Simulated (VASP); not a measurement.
# Al in VASP: relaxation of the atoms with PBE

Aim: the relaxation of the atoms of Al with PBE.

All numbers are computed with VASP 6.6.1; they aren't measurements. Logs are shortened: lines on timing, memory, paths and dates and some standing lists are left out, and cuts for length are marked.

**1. The cell of the first run**

The cell holds a slab with vacuum, 17 atoms: a = 5.714 Å, b = 8.080 Å, c = 19.743 Å, α = 90.00°, β = 90.00°, γ = 90.00°.

**2. Relaxation of the atoms, PBE**

Contents of INCAR:

```
SYSTEM = Al
PREC     = Accurate       ! precision mode
ENCUT    = 520            ! plane-wave cutoff, eV
EDIFF    = 1E-6           ! SCF threshold, eV
ISMEAR   = 0              ! smearing method
SIGMA    = 0.1            ! smearing width, eV
LREAL    = Auto         
LASPH    = .True.         ! aspherical terms in the spheres
NELM     = 60             ! most SCF steps
ALGO     = Normal         ! electronic algorithm
ISIF     = 2              ! what is computed and relaxed
LWAVE    = .False.        ! write WAVECAR
LCHARG   = .False.        ! write CHGCAR
LDIPOL   = .True.       
IDIPOL   = 3            
DIPOL    = 0.5 0.5 0.321
GGA      = PE             ! functional
IBRION   = 2              ! ionic algorithm
NSW      = 36             ! ionic steps
EDIFFG   = -0.025         ! ionic threshold
KPAR     = 4
```

Contents of KPOINTS:

```
Automatic mesh
0
Gamma
  5 4 1
  0 0 0
```

Contents of POSCAR:

```
Al
1.0
    5.7135165838      0.0000000000      0.0000000000
    0.0000000000      8.0801326416      0.0000000000
    0.0000000000      0.0000000000     19.7432786844
Al
17
Selective dynamics
Direct
    0.2500000000      0.2500000000      0.2026005946  F F F
    0.2500000000      0.7500000000      0.2026005946  F F F
    0.7500000000      0.2500000000      0.2026005946  F F F
    0.7500000000      0.7500000000      0.2026005946  F F F
    0.0000000000      0.0000000000      0.2749482107  F F F
    0.0000000000      0.5000000000      0.2749482107  F F F
    0.5000000000      0.0000000000      0.2749482107  F F F
    0.5000000000      0.5000000000      0.2749482107  F F F
    0.2500000000      0.2500000000      0.3495466410  F F F
    0.2500000000      0.7500000000      0.3495466410  F F F
    0.7500000000      0.2500000000      0.3495466410  F F F
    0.7500000000      0.7500000000      0.3495466410  F F F
    0.0000000000      0.0000000000      0.4175232906  F F F
    0.0000000000      0.5000000000      0.4175232906  F F F
    0.5000000000      0.0000000000      0.4175232906  F F F
    0.5000000000      0.5000000000      0.4175232906  F F F
    0.1666666667      0.2500000000      0.4756864317  F F T
```

Potentials or basis: VASP PAW PBE potentials, release 64 (Al).

Started as:

```sh
$ cat potpaw_PBE.64/Al/POTCAR > POTCAR
$ mpirun -np 4 vasp_std > vasp.out
```

OUTCAR:

```text
SYSTEM = Al
   PREC = Accurate
   ENCUT = 520
   EDIFF = 1E-6
   ISMEAR = 0
   LREAL = Auto
   LASPH = .True.
   NELM = 60
   ISIF = 2
   GGA = PE
   IBRION = 2
   NSW = 36
   EDIFFG = -0.025

 ion  position               nearest neighbor table
   1  0.250  0.250  0.203-   3 2.86   3 2.86   6 2.86   7 2.86   8 2.86   5 2.86   9 2.90
   2  0.250  0.750  0.203-   4 2.86   4 2.86   6 2.86   7 2.86   8 2.86   5 2.86  10 2.90
   3  0.750  0.250  0.203-   1 2.86   1 2.86   6 2.86   7 2.86   8 2.86   5 2.86  11 2.90
   4  0.750  0.750  0.203-   2 2.86   2 2.86   6 2.86   7 2.86   8 2.86   5 2.86  12 2.90
   5  0.000  0.000  0.275-  13 2.81   7 2.86   7 2.86   4 2.86   1 2.86   2 2.86   3 2.86  11 2.88
                            12 2.88   9 2.88  10 2.88
   6  0.000  0.500  0.275-  14 2.81   8 2.86   8 2.86   4 2.86   1 2.86   2 2.86   3 2.86  11 2.88
                            12 2.88   9 2.88  10 2.88
   7  0.500  0.000  0.275-  15 2.81   5 2.86   5 2.86   4 2.86   1 2.86   2 2.86   3 2.86  11 2.88
                            12 2.88   9 2.88  10 2.88
   8  0.500  0.500  0.275-  16 2.81   6 2.86   6 2.86   4 2.86   1 2.86   2 2.86   3 2.86  11 2.88
                            12 2.88   9 2.88  10 2.88
   9  0.250  0.250  0.350-  17 2.54  14 2.81  15 2.81  16 2.81  13 2.81  11 2.86  11 2.86   8 2.88
                             5 2.88   6 2.88   7 2.88   1 2.90
  10  0.250  0.750  0.350-  13 2.81  14 2.81  15 2.81  16 2.81  12 2.86  12 2.86   7 2.88   8 2.88
                             5 2.88   6 2.88   2 2.90
  11  0.750  0.250  0.350-  13 2.81  14 2.81  15 2.81  16 2.81   9 2.86   9 2.86   7 2.88   8 2.88
                             5 2.88   6 2.88   3 2.90
  12  0.750  0.750  0.350-  13 2.81  14 2.81  15 2.81  16 2.81  10 2.86  10 2.86   7 2.88   8 2.88
                             5 2.88   6 2.88   4 2.90
  13  0.000  0.000  0.418-  17 2.51  10 2.81  11 2.81  12 2.81   9 2.81   5 2.81  15 2.86  15 2.86

  14  0.000  0.500  0.418-  17 2.51  10 2.81  11 2.81  12 2.81   9 2.81   6 2.81  16 2.86  16 2.86

  15  0.500  0.000  0.418-   9 2.81  10 2.81  11 2.81  12 2.81   7 2.81  13 2.86  13 2.86  17 3.00

  16  0.500  0.500  0.418-   9 2.81  10 2.81  11 2.81  12 2.81   8 2.81  14 2.86  14 2.86  17 3.00

  17  0.167  0.250  0.476-  13 2.51  14 2.51   9 2.54  15 3.00  16 3.00

  LATTYP: Found a simple orthorhombic cell.
 ALAT       =     5.7135165838
 B/A-ratio  =     1.4142135624
 C/A-ratio  =     3.4555388778

  Lattice vectors:

 A1 = (   5.7135165838,   0.0000000000,   0.0000000000)
 A2 = (   0.0000000000,   8.0801326416,   0.0000000000)
 A3 = (   0.0000000000,   0.0000000000,  19.7432786844)

Analysis of symmetry for initial positions (statically):
[... 185 lines left out ...]
   LEPSILON=     F    determine dielectric tensor
   LRPA    =     F    only Hartree local field effects (RPA)
 conjugate gradient relaxation of ions
 non-spin polarized calculation
 Gauss-broadening in eV      SIGMA  =   0.10
  energy-cutoff  :      520.00
  volume of cell :      911.47
 maximum number of plane-waves:     24626
   NGX = 21   NGY = 31   NGZ = 73

--------------------------------------- Ionic step        1  -------------------------------------------

 number of electron      50.9999999 magnetization

 Free energy of the ion-electron system (eV)
  ---------------------------------------------------
  ext. energy  EPLUGINS =         0.00000000
  ---------------------------------------------------
  free energy    TOTEN  =       -57.69765365 eV

  energy without entropy =      -57.64332509  energy(sigma->0) =      -57.67048937

------------------------ aborting loop because EDIFF is reached ----------------------------------------

  FORCE on cell =-STRESS in cart. coord.  units (eV):
  Direction    XX          YY          ZZ          XY          YZ          ZX
  --------------------------------------------------------------------------------------
  -------------------------------------------------------------------------------------
  Total       -9.0556673     -0.8788213      1.5300309      0.0000000      0.0000000      0.4179838
  in kB      -15.9180470     -1.5447917      2.6894875      0.0000000      0.0000000      0.7347317
  external PRESSURE =      -4.9244504 kB  Pullay stress =       0.0000000 kB
[... 83 lines left out ...]
  FREE ENERGIE OF THE ION-ELECTRON SYSTEM (eV)
  ---------------------------------------------------
  free  energy   TOTEN  =       -57.7608207435 eV

  energy  without entropy=      -57.7055955989  energy(sigma->0) =      -57.73320817

 dipolmoment           0.000000      0.000000     -0.008040 electrons x Angstroem

--------------------------------------- Ionic step        3  -------------------------------------------

 number of electron      50.9999999 magnetization

------------------------ aborting loop because EDIFF is reached ----------------------------------------
[... 97 lines left out ...]
--------------------------------------- Ionic step        5  -------------------------------------------

 number of electron      50.9999999 magnetization

 dipolmoment           0.000000      0.000000      0.024268 electrons x Angstroem

 Free energy of the ion-electron system (eV)
  ---------------------------------------------------
  ext. energy  EPLUGINS =         0.00000000
  ---------------------------------------------------
  free energy    TOTEN  =       -57.85607141 eV

  energy without entropy =      -57.80216554  energy(sigma->0) =      -57.82911848

 E-fermi :  -0.3736     XC(G=0):  -4.2376

 val. band max:       -0.4017064872   @ k =   0.4000   0.2500   0.0000
 cond. band min:      -0.3614374606   @ k =   0.0000   0.2500   0.0000
 fundamental gap:      0.0402690266
 Fermi energy:        -0.3735684605

 k-point     1 :       0.0000    0.0000    0.0000
  band No.  band energies     occupation
      1     -10.6026      2.00000
      2      -8.4903      2.00000
      3      -8.4012      2.00000
      4      -8.2322      2.00000
      5      -6.4474      2.00000
      6      -6.1559      2.00000
[... 322 lines left out ...]
     33       1.4353      0.00000
     34       1.5388      0.00000

------------------------ aborting loop because EDIFF is reached ----------------------------------------

 vacuum level on the upper side and lower side of the slab       (xc-potential included)        -0.106        -0.206

  FORCE on cell =-STRESS in cart. coord.  units (eV):
  Direction    XX          YY          ZZ          XY          YZ          ZX
  --------------------------------------------------------------------------------------
  -------------------------------------------------------------------------------------
  Total       -9.9134991     -2.8583571     -0.9999171      0.0000000      0.0000000      0.5797955
  in kB      -17.4259433     -5.0244186     -1.7576537      0.0000000      0.0000000      1.0191642
  external PRESSURE =      -8.0693385 kB  Pullay stress =       0.0000000 kB
[... 32 lines left out ...]
  FREE ENERGIE OF THE ION-ELECTRON SYSTEM (eV)
  ---------------------------------------------------
  free  energy   TOTEN  =       -57.8560714136 eV

  energy  without entropy=      -57.8021655382  energy(sigma->0) =      -57.82911848

 reached required accuracy - stopping structural energy minimisation

 vacuum level on the upper side and lower side of the slab         3.703         3.609
```

OSZICAR:

```text
N       E                     dE             d eps       ncg     rms          rms(c)
DAV:   1     0.200186875243E+03    0.20019E+03   -0.14995E+04   612   0.104E+03
DAV:   2    -0.473654497666E+02   -0.24755E+03   -0.24086E+03   834   0.172E+02
DAV:   3    -0.605487609450E+02   -0.13183E+02   -0.12788E+02   768   0.408E+01
[... 63 lines left out ...]
DAV:   1    -0.578560635722E+02   -0.28595E-03   -0.17910E-02   616   0.524E-01    0.311E-02
DAV:   2    -0.578561201934E+02   -0.56621E-04   -0.10921E-03   764   0.128E-01    0.252E-02
DAV:   3    -0.578560737314E+02    0.46462E-04   -0.30387E-04   704   0.694E-02    0.125E-02
DAV:   4    -0.578560708493E+02    0.28821E-05   -0.40264E-05   870   0.285E-02    0.125E-02
DAV:   5    -0.578560714136E+02   -0.56431E-06   -0.63778E-06   814   0.103E-02
   5 F= -.57856071E+02 E0= -.57829118E+02  d E =-.158418E+00
```

Run time: 14 min. Hardware: 4 MPI ranks of Intel Xeon Platinum 8259CL at 2.50GHz (Skylake/Cascade Lake), shared host; peak memory 0.94 GiB.

Results:

- Free energy: -57.8561 eV
- Energy gained by relaxing: 9.3 meV/atom
- Ionic steps: 5
- Band gap on the k mesh: zero (an odd number of electrons rules out a gap without spin polarisation)

The path:
| step | energy change (eV) | largest force on free atoms (eV/Å) | pressure (GPa) |
| --- | --- | --- | --- |
| 1 | 0.0000 | 1.2345 | -0.49 |
| 2 | -0.0632 | 0.9032 | -0.57 |
| 3 | -0.1510 | 0.2241 | -0.75 |
| 4 | -0.1581 | 0.0417 | -0.80 |
| 5 | -0.1584 | 0.0053 | -0.81 |

Final structure:
```
Al
1.0
     5.71352    0.00000    0.00000
     0.00000    8.08013    0.00000
     0.00000    0.00000   19.74328
Al
17
Cartesian
  1.4284 2.0200 4.0000
  1.4284 6.0601 4.0000
  4.2851 2.0200 4.0000
  4.2851 6.0601 4.0000
  0.0000 0.0000 5.4284
  0.0000 4.0401 5.4284
  2.8568 0.0000 5.4284
  2.8568 4.0401 5.4284
  1.4284 2.0200 6.9012
  1.4284 6.0601 6.9012
  4.2851 2.0200 6.9012
  4.2851 6.0601 6.9012
  0.0000 0.0000 8.2433
  0.0000 4.0401 8.2433
  2.8568 0.0000 8.2433
  2.8568 4.0401 8.2433
  0.9523 2.0200 9.6800
```

Levels at points of the mesh, in eV from the Fermi level:
```
           k point  band 23  band 24  band 25  band 26  band 27  band 28  band 29  band 30
(0.00, 0.00, 0.00)    -0.81    -0.80    -0.54    -0.34    -0.07     0.07     0.78     0.93
(0.00, 0.50, 0.00)    -0.90    -0.82    -0.55    -0.28     0.05     0.19     0.26     0.94
```

The gap in the log of VASP goes by the Fermi energy; the results here count the filled bands.